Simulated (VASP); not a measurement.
# W (Im-3m) in VASP: single point with r2SCAN

Aim: the single point of W with r2SCAN.

All numbers are computed with VASP 6.6.1; they aren't measurements. Logs are shortened: lines on timing, memory, paths and dates and some standing lists are left out, and cuts for length are marked.

**1. The cell of the first run**

It takes space group Im-3m (No. 229, cubic). Conventional cell: a = 3.259 Å, b = 3.259 Å, c = 3.259 Å, α = 90.00°, β = 90.00°, γ = 90.00°. W (site symmetry m-3m) has 14 W at 2.82 to 3.26 Å within 3.7 Å.

**2. Single point, r2SCAN**

POSCAR reads:

```
W
1.0
   -1.6294457700      1.6294457700      1.6294457700
    1.6294457700     -1.6294457700      1.6294457700
    1.6294457700      1.6294457700     -1.6294457700
W
1
Direct
    0.0000000000      0.0000000000      0.0000000000
```

INCAR.step1 reads:

```
PREC     = Accurate       # precision mode
ENCUT    = 520            # plane-wave cutoff, eV
ISMEAR   = -1             # smearing method
SIGMA    = 0.0327         # smearing width, eV
LREAL    = F              # projectors in reciprocal space
LASPH    = T              # aspherical terms in the spheres
NELM     = 100            # most SCF steps
NBANDS   = 13             # bands
GGA      = PE             # functional
ALGO     = Normal         # electronic algorithm
EDIFF    = 1E-4           # SCF threshold, eV
LWAVE    = T              # write WAVECAR
LCHARG   = F              # write CHGCAR
```

INCAR.step2 reads:

```
PREC     = Accurate       # precision mode
ENCUT    = 520            # plane-wave cutoff, eV
EDIFF    = 1E-7           # SCF threshold, eV
ISMEAR   = -1             # smearing method
SIGMA    = 0.0327         # smearing width, eV
LREAL    = F              # projectors in reciprocal space
LASPH    = T              # aspherical terms in the spheres
NELM     = 100            # most SCF steps
ALGO     = Normal         # electronic algorithm
ISIF     = 2              # what is computed and relaxed
LWAVE    = F              # write WAVECAR
LCHARG   = F              # write CHGCAR
METAGGA  = R2SCAN         # meta-GGA
LMIXTAU  = T            
NBANDS   = 13             # bands
ISTART   = 1
```

KPOINTS reads:

```
regular mesh
0
Gamma
  11 11 11
```

Potentials or basis: VASP PAW PBE potentials, release 64 (W_sv).

Command:

```
> cat potpaw_PBE.64/W_sv/POTCAR > POTCAR
> cp INCAR.step1 INCAR
> mpirun -np 1 vasp_std > vasp.out
> cp INCAR.step2 INCAR
> mpirun -np 1 vasp_std > vasp.out
```

OUTCAR:

```text
PREC = Accurate
   ENCUT = 520
   EDIFF = 1E-7
   ISMEAR = -1
   LREAL = F
   LASPH = T
   NELM = 100
   ISIF = 2
   METAGGA = R2SCAN
   ISTART = 1

 ion  position               nearest neighbor table
   1  0.000  0.000  0.000-

  LATTYP: Found a body centered cubic cell.
 ALAT       =     3.2588915400

  Lattice vectors:

 A1 = (  -1.6294457700,   1.6294457700,   1.6294457700)
 A2 = (   1.6294457700,  -1.6294457700,   1.6294457700)
 A3 = (   1.6294457700,   1.6294457700,  -1.6294457700)

Analysis of symmetry for initial positions (statically):
=====================================================================
 Subroutine PRICEL returns:
 Original cell was already a primitive cell.

 Routine SETGRP: Setting up the symmetry group for a
 body centered cubic supercell.

 Subroutine GETGRP returns: Found 48 space group operations
 (whereof 48 operations were pure point group operations)
 out of a pool of 48 trial point group operations.

The static configuration has the point symmetry O_h .

Analysis of symmetry for dynamics (positions and initial velocities):
=====================================================================
 Subroutine PRICEL returns:
 Original cell was already a primitive cell.

 Routine SETGRP: Setting up the symmetry group for a
 body centered cubic supercell.

 Subroutine GETGRP returns: Found 48 space group operations
 (whereof 48 operations were pure point group operations)
 out of a pool of 48 trial point group operations.

The dynamic configuration has the point symmetry O_h .

 Subroutine INISYM returns: Found 48 space group operations
 (whereof 48 operations are pure point group operations),
 and found     1 'primitive' translations

----------------------------------------------------------------------------------------

                                     Primitive cell

  volume of cell :      17.3053

  direct lattice vectors                    reciprocal lattice vectors
    -1.629445770  1.629445770  1.629445770     0.000000000  0.306852802  0.306852802
     1.629445770 -1.629445770  1.629445770     0.306852802  0.000000000  0.306852802
     1.629445770  1.629445770 -1.629445770     0.306852802  0.306852802  0.000000000

  length of vectors
     2.822282862  2.822282862  2.822282862     0.433955394  0.433955394  0.433955394

  position of ions in fractional coordinates (direct lattice)
     0.000000000  0.000000000  0.000000000

  ion indices of the primitive-cell ions
   primitive index   ion index
                 1           1

----------------------------------------------------------------------------------------

 KPOINTS: regular mesh

Automatic generation of k-mesh.
 Grid dimensions read from file:
 generate k-points for:   11   11   11

 Generating k-lattice:

  Cartesian coordinates                     Fractional coordinates (reciprocal lattice)
     0.000000000  0.027895709  0.027895709     0.090909091  0.000000000  0.000000000
     0.027895709  0.000000000  0.027895709     0.000000000  0.090909091  0.000000000
     0.027895709  0.027895709  0.000000000     0.000000000  0.000000000  0.090909091

  Length of vectors
     0.039450490  0.039450490  0.039450490

  Shift w.r.t. Gamma in fractional coordinates (k-lattice)
     0.000000000  0.000000000  0.000000000

 Subroutine IBZKPT returns following result:
 ===========================================

 Found     56 irreducible k-points:

 Following reciprocal coordinates:
            Coordinates               Weight
  0.000000  0.000000  0.000000      1.000000
  0.090909  0.000000  0.000000     12.000000
  0.181818  0.000000  0.000000     12.000000
  0.272727  0.000000  0.000000     12.000000
  0.363636  0.000000  0.000000     12.000000
  0.454545  0.000000  0.000000     12.000000
[... 16 lines left out ...]
  0.272727  0.181818  0.090909     48.000000
  0.363636  0.181818  0.090909     24.000000
 [... further k-points ...]
   k-points           NKPTS =     56   k-points in BZ     NKDIM =     56   number of bands    NBANDS=     13
   number of dos      NEDOS =    301   number of ions     NIONS =      1
   total plane-waves  NPLWV =  13824
   dimension x,y,z NGX =    24 NGY =   24 NGZ =   24
   dimension x,y,z NGXF=    48 NGYF=   48 NGZF=   48
   ions per type =               1
   NGX,Y,Z   is equivalent  to a cutoff of  14.14, 14.14, 14.14 a.u.
   NGXF,Y,Z  is equivalent  to a cutoff of  28.27, 28.27, 28.27 a.u.
 SYSTEM =  unknown system
   PREC   = accura    normal or accurate (medium, high low for compatibility)
   ISTART =      1    job   : 0-new  1-cont  2-samecut
   ICHARG =      0    charge: 1-file 2-atom 10-const
   ISPIN  =      1    spin polarized calculation?
   LNONCOLLINEAR =      F non collinear calculations
   LSORBIT =      F    spin-orbit coupling
   LASPH  =      T    aspherical Exc in radial PAW
   ENCUT  =  520.0 eV  38.22 Ry    6.18 a.u.   5.25  5.25  5.25*2*pi/ulx,y,z
   NELM   =    100;   NELMIN=  2; NELMDL=  0     # of ELM steps
   EDIFF  = 0.1E-06   stopping-criterion for ELM
   LREAL  =      F    real-space projection
   EDIFFG = 0.1E-05   stopping-criterion for IOM
   NSW    =      0    number of steps for IOM
   IBRION =     -1    ionic relax: 0-MD 1-quasi-New 2-CG
   NFREE  =      0    steps in history (QN), initial steepest desc. (CG)
   ISIF   =      2    stress and relaxation
   ISYM   =      2    0-nonsym 1-usesym 2-fastsym
   POTIM  = 0.5000    time-step for ionic-motion
   TEBEG  =    0.0;   TEEND  =   0.0 temperature during run
   PSTRESS=    0.0 pullay stress
   NELECT =      14.0000    total number of electrons
   NUPDOWN=      -1.0000    fix difference up-down
   EMIN   =  10.00;   EMAX   =-10.00  energy-range for DOS
   EFERMI =   0.00;   METHOD = LEGACY
   ISMEAR =    -1;   SIGMA  =   0.03  broadening in eV -4-tet -1-fermi 0-gaus
   EFERMI_NEDOS =   21; number of points for ismear=-14 and -15
   IALGO  =     38    algorithm
   IMIX   =      4    mixing-type and parameters
     AMIX     =   0.40;   BMIX     =  1.00
     AMIX_MAG =   1.60;   BMIX_MAG =  1.00
  volume/ion in A,a.u.               =      17.31       116.78
  Fermi-wavevector in a.u.,A,eV,Ry     =   1.525425  2.882636 31.659699  2.326922
  Thomas-Fermi vector in A             =   2.633597
   LORBIT       =      0    0 simple, 1 ext, 2 COOP (PROOUT), +10 PAW based schemes
   METAGGA = R2SCAN    functional components
   LHFCALC =     F    Hartree Fock is set to
   AEXX    =    0.0000 exact exchange contribution
   IVDW    =     0    specifies the selected vdW correction
   LEPSILON=     F    determine dielectric tensor
   LRPA    =     F    only Hartree local field effects (RPA)
 non-spin polarized calculation
  energy-cutoff  :      520.00
  volume of cell :       17.31
 maximum number of plane-waves:       478
 NGX is ok and might be reduce to    24
   NGX = 11   NGY = 11   NGZ = 11

 number of electron      13.9999998 magnetization

 Free energy of the ion-electron system (eV)
  ---------------------------------------------------
  ext. energy  EPLUGINS =         0.00000000
  ---------------------------------------------------
  free energy    TOTEN  =       -51.23941045 eV

  energy without entropy =      -51.23705013  energy(sigma->0) =      -51.23823029

 E-fermi :  10.0082     XC(G=0): -14.3990

 val. band max:        9.9861218809   @ k =  -0.3636   0.3636   0.2727
 cond. band min:      10.0246974077   @ k =   0.0909   0.0909   0.0000
 fundamental gap:      0.0385755268
 Fermi energy:        10.0082306187

 k-point     1 :       0.0000    0.0000    0.0000
  band No.  band energies     occupation
      1     -66.1825      2.00000
      2     -29.1608      2.00000
      3     -29.1608      2.00000
      4     -29.1608      2.00000
      5       0.4361      2.00000
      6       8.9145      2.00000
      7       8.9145      2.00000
      8       8.9145      2.00000
      9      12.4259      0.00000
     10      12.4259      0.00000
     11      25.1147      0.00000
     12      25.1147      0.00000
     13      25.1147      0.00000

 k-point     2 :       0.0909    0.0000    0.0000
  band No.  band energies     occupation
      1     -66.1743      2.00000
      2     -29.2475      2.00000
      3     -29.1883      2.00000
      4     -29.1610      2.00000
      5       0.8088      2.00000
      6       8.6963      2.00000
      7       8.8542      2.00000
      8       9.2708      2.00000
      9      12.1103      0.00000
     10      12.4295      0.00000
     11      25.3956      0.00000
     12      25.7512      0.00000
     13      25.8926      0.00000

 k-point     3 :       0.1818    0.0000    0.0000
  band No.  band energies     occupation
      1     -66.1526      2.00000
      2     -29.4751      2.00000
      3     -29.2615      2.00000
      4     -29.1616      2.00000
      5       1.8237      2.00000
      6       8.1602      2.00000
      7       8.5691      2.00000
      8      10.3065      0.00022
      9      11.7270      0.00000
     10      12.4788      0.00000
     11      25.6798      0.00000
     12      27.0001      0.00000
     13      27.5243      0.00000
[... 305 lines left out ...]
 k-point    23 :       0.2727    0.1818    0.0909
  band No.  band energies     occupation
      1     -66.0809      2.00000
      2     -30.0030      2.00000
      3     -29.5579      2.00000
      4     -29.3189      2.00000
      5       5.5666      2.00000
      6       6.7927      2.00000
      7       7.7972      2.00000
      8      12.6181      0.00000
      9      13.1501      0.00000
     10      17.4065      0.00000
     11      19.5484      0.00000
     12      23.4164      0.00000
     13      24.6244      0.00000

 k-point    24 :       0.3636    0.1818    0.0909
  band No.  band energies     occupation
      1     -66.0753      2.00000
      2     -30.0052      2.00000
      3     -29.6270      2.00000
      4     -29.3255      2.00000
      5       5.5743      2.00000
      6       6.7197      2.00000
      7       8.4737      2.00000
      8      12.7143      0.00000
      9      13.2338      0.00000
     10      18.1482      0.00000
     11      18.4603      0.00000
     12      22.7439      0.00000
     13      24.4243      0.00000

 [... further k-points ...]

------------------------ aborting loop because EDIFF is reached ----------------------------------------

  FORCE on cell =-STRESS in cart. coord.  units (eV):
  Direction    XX          YY          ZZ          XY          YZ          ZX
  --------------------------------------------------------------------------------------
  -------------------------------------------------------------------------------------
  Total       -2.3271172     -2.3271172     -2.3271172      0.0000000     -0.0000000      0.0000000
  in kB     -215.4512970   -215.4512970   -215.4512970      0.0000000     -0.0000000      0.0000000
  external PRESSURE =    -215.4512970 kB  Pullay stress =       0.0000000 kB

 VOLUME and BASIS-vectors are now :
 -----------------------------------------------------------------------------
  energy-cutoff  :      520.00
  volume of cell :       17.31
      direct lattice vectors                 reciprocal lattice vectors
    -1.629445770  1.629445770  1.629445770     0.000000000  0.306852802  0.306852802
     1.629445770 -1.629445770  1.629445770     0.306852802  0.000000000  0.306852802
     1.629445770  1.629445770 -1.629445770     0.306852802  0.306852802  0.000000000

 POSITION                                       TOTAL-FORCE (eV/Angst)
 -----------------------------------------------------------------------------------
      0.00000      0.00000      0.00000         0.000000      0.000000      0.000000
 -----------------------------------------------------------------------------------
    total drift:                                0.000000      0.000000      0.000000

  FREE ENERGIE OF THE ION-ELECTRON SYSTEM (eV)
  ---------------------------------------------------
  free  energy   TOTEN  =       -51.2394104531 eV

  energy  without entropy=      -51.2370501322  energy(sigma->0) =      -51.23823029
```

It took 19 s on 1 thread of Intel Xeon 6975P-C (Granite Rapids), shared host; peak memory 0.15 GiB.

Results:

- Free energy: -51.2394 eV
- Pressure: -21.5 GPa
- Band gap on the k mesh: zero (band 7 reaches 14.01 eV, above the bottom of band 8 at 8.91 eV)

Levels at points of the mesh, in eV from the Fermi level:
```csv
k point,band 3,band 4,band 5,band 6,band 7,band 8,band 9,band 10,band 11,band 12
"(0.00, 0.00, 0.00)",-39.17,-39.17,-9.57,-1.09,-1.09,-1.09,2.42,2.42,15.11,15.11
```

Caveat: the PAW data sets were made with another functional, which shifts forces and pressure a little; spin-orbit coupling is left out, which moves the levels of the heavy elements.
